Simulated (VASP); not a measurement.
# MoSe (Fm-3m) in VASP: notebook, part 2 of 2

VASP 6.6.1.

**5. Single point, PBEsol, collinear spin**

This run uses another cell than the first one, of 17.07 Å³/atom.

INCAR

```
SYSTEM = MoSe
PREC = Accurate
ENCUT = 520
EDIFF = 1E-7
ISMEAR = 0
SIGMA = 0.1
LREAL = .FALSE.
LASPH = .TRUE.
NELM = 150
ALGO = Normal
ISIF = 2
LWAVE = .FALSE.
LCHARG = .FALSE.
ISPIN = 2
MAGMOM = 3.5 0
LORBIT = 11
LMAXMIX = 4
GGA = PS
NBANDS = 21
```

KPOINTS

```
regular mesh
0
G
  14 14 14
  0 0 0
```

POSCAR

```
MoSe
1.0
    0.0000000000      2.5748516652      2.5748516652
    2.5748516652      0.0000000000      2.5748516652
    2.5748516652      2.5748516652      0.0000000000
Mo Se
1 1
Direct
    0.0000000000      0.0000000000      0.0000000000
    0.5000000000      0.5000000000      0.5000000000
```

Potentials or basis: VASP PAW PBE potentials, release 64 (Mo_sv, Se).

The run is started by

```
> cat potpaw_PBE.64/Mo_sv/POTCAR potpaw_PBE.64/Se/POTCAR > POTCAR
> mpirun -np 1 vasp_std > vasp.out
```

OUTCAR:

```text
SYSTEM = MoSe
   PREC = Accurate
   ENCUT = 520
   EDIFF = 1E-7
   ISMEAR = 0
   LREAL = .FALSE.
   LASPH = .TRUE.
   NELM = 150
   ISIF = 2
   ISPIN = 2
   LORBIT = 11
   GGA = PS

 ion  position               nearest neighbor table
   1  0.000  0.000  0.000-   2 2.57   2 2.57   2 2.57   2 2.57   2 2.57   2 2.57
   2  0.500  0.500  0.500-   1 2.57   1 2.57   1 2.57   1 2.57   1 2.57   1 2.57

  LATTYP: Found a face centered cubic cell.
 ALAT       =     5.1497033304

  Lattice vectors:

 A1 = (   0.0000000000,   2.5748516652,   2.5748516652)
 A2 = (   2.5748516652,   0.0000000000,   2.5748516652)
 A3 = (   2.5748516652,   2.5748516652,   0.0000000000)

[... 1366 lines left out ...]

 VOLUME and BASIS-vectors are now :
 -----------------------------------------------------------------------------
  energy-cutoff  :      520.00
  volume of cell :       34.14
      direct lattice vectors                 reciprocal lattice vectors
     0.000000000  2.574851665  2.574851665    -0.194185944  0.194185944  0.194185944
     2.574851665  0.000000000  2.574851665     0.194185944 -0.194185944  0.194185944
     2.574851665  2.574851665  0.000000000     0.194185944  0.194185944 -0.194185944

 POSITION                                       TOTAL-FORCE (eV/Angst)
 -----------------------------------------------------------------------------------
      0.00000      0.00000      0.00000         0.000000     -0.000000      0.000000
      2.57485      2.57485      2.57485        -0.000000      0.000000     -0.000000
 -----------------------------------------------------------------------------------
    total drift:                               -0.000000      0.000000      0.000000

  FREE ENERGIE OF THE ION-ELECTRON SYSTEM (eV)
  ---------------------------------------------------
  free  energy   TOTEN  =       -14.5990112318 eV

  energy  without entropy=      -14.5855975631  energy(sigma->0) =      -14.59230440

 total charge

# of ion       s       p       d       tot
------------------------------------------
    1        2.215   6.102   4.119  12.436
    2        1.431   2.399   0.135   3.964
--------------------------------------------------
tot          3.645   8.501   4.254  16.401

 magnetization (x)

# of ion       s       p       d       tot
------------------------------------------
    1       -0.000  -0.000  -0.000  -0.000
    2        0.000   0.000  -0.000   0.000
--------------------------------------------------
tot         -0.000   0.000  -0.000  -0.000
```

OSZICAR:

```text
N       E                     dE             d eps       ncg     rms          rms(c)
DAV:   1     0.137995262106E+03    0.13800E+03   -0.99620E+03  8752   0.900E+02
DAV:   2    -0.106536170195E+02   -0.14865E+03   -0.14354E+03 10107   0.267E+02
DAV:   3    -0.143101705587E+02   -0.36566E+01   -0.36224E+01 10415   0.387E+01
DAV:   4    -0.143225499345E+02   -0.12379E-01   -0.12378E-01  9526   0.263E+00
DAV:   5    -0.143226045117E+02   -0.54577E-04   -0.54577E-04 10404   0.175E-01    0.185E+01
DAV:   6    -0.144363503039E+02   -0.11375E+00   -0.14283E+00  9411   0.804E+00    0.759E+00
DAV:   7    -0.145304750430E+02   -0.94125E-01   -0.21423E-01  9311   0.349E+00    0.524E+00
DAV:   8    -0.145591537684E+02   -0.28679E-01   -0.12736E-02 10021   0.675E-01    0.199E+00
DAV:   9    -0.145793856574E+02   -0.20232E-01   -0.14195E-02  9596   0.584E-01    0.537E-01
DAV:  10    -0.145898455138E+02   -0.10460E-01   -0.93776E-03  9506   0.526E-01    0.434E-01
DAV:  11    -0.145976513762E+02   -0.78059E-02   -0.13180E-02  9591   0.543E-01    0.171E-01
DAV:  12    -0.145982227649E+02   -0.57139E-03   -0.75363E-04 10051   0.153E-01    0.110E-01
DAV:  13    -0.145987138208E+02   -0.49106E-03   -0.46764E-04  9511   0.105E-01    0.645E-02
DAV:  14    -0.145989347421E+02   -0.22092E-03   -0.31906E-04  9706   0.855E-02    0.352E-02
DAV:  15    -0.145989974619E+02   -0.62720E-04   -0.11853E-04  9761   0.531E-02    0.187E-02
DAV:  16    -0.145990107685E+02   -0.13307E-04   -0.44639E-05  9636   0.325E-02    0.669E-03
DAV:  17    -0.145990112326E+02   -0.46412E-06   -0.17336E-06 10091   0.759E-03    0.234E-03
DAV:  18    -0.145990112318E+02    0.82582E-09   -0.68505E-08  5503   0.140E-03
   1 F= -.14599011E+02 E0= -.14592304E+02  d E =-.134137E-01  mag=     0.0001
```

stdout:

```text
POSCAR found type information on POSCAR MoSe
 POSCAR found :  2 types and       2 ions
 scaLAPACK will be used
 -----------------------------------------------------------------------------
|                                                                             |
|                                                                             |
|     You enforced a specific xc type in the INCAR file but a different       |
|     I HOPE YOU KNOW WHAT YOU ARE DOING!                                     |
|                                                                             |
 -----------------------------------------------------------------------------

 LDA part: xc-table for (Slater+PW92), standard interpolation
 POSCAR, INCAR and KPOINTS ok, starting setup
 FFT: planning ... GRIDC
 FFT: planning ... GRID_SOFT
 FFT: planning ... GRID
 WAVECAR not read
 entering main loop
```

Wall time 75 s (1 thread of Intel Xeon 6975P-C (Granite Rapids), shared host); peak memory 0.25 GiB.

What came out:

```yaml
Free_energy: -14.5990 eV
Pressure: 0.4 GPa
Band_gap_on_the_k_mesh: zero (filled and empty bands overlap)
Net_moment: 0.00 μB per cell
Valence_electrons_inside_the_program's_atomic_spheres: Mo 12.44; Se 3.96
```

Caveat: the PAW data sets were made with another functional, which shifts forces and pressure a little.

**6. Overview**

| cell | gap on the mesh (eV) | pressure (GPa) | moment (μB) |
| --- | --- | --- | --- |
| a = 3.463 Å, angles 60.0°, 2 atoms | none | 34.8 | 0.00 |
| a = 3.542 Å, angles 60.0°, 2 atoms | none | 16.7 | 0.00 |
| a = 3.592 Å, angles 60.0°, 2 atoms | none | 7.6 | 0.00 |
| a = 3.641 Å, angles 60.0°, 2 atoms | none | 0.4 | 0.00 |

Alike in all rows: task single point; level PBEsol; potentials or basis VASP PAW PBE potentials, release 64 (Mo_sv, Se); spin collinear; k mesh 14 × 14 × 14; cutoff (eV) 520; smearing gaussian 0.1 eV.

Caveats: the PAW data sets were made with another functional, which shifts forces and pressure a little; the cell stands under pressure (at least some runs).

Absolute energies hang on the potentials; compare differences alone.
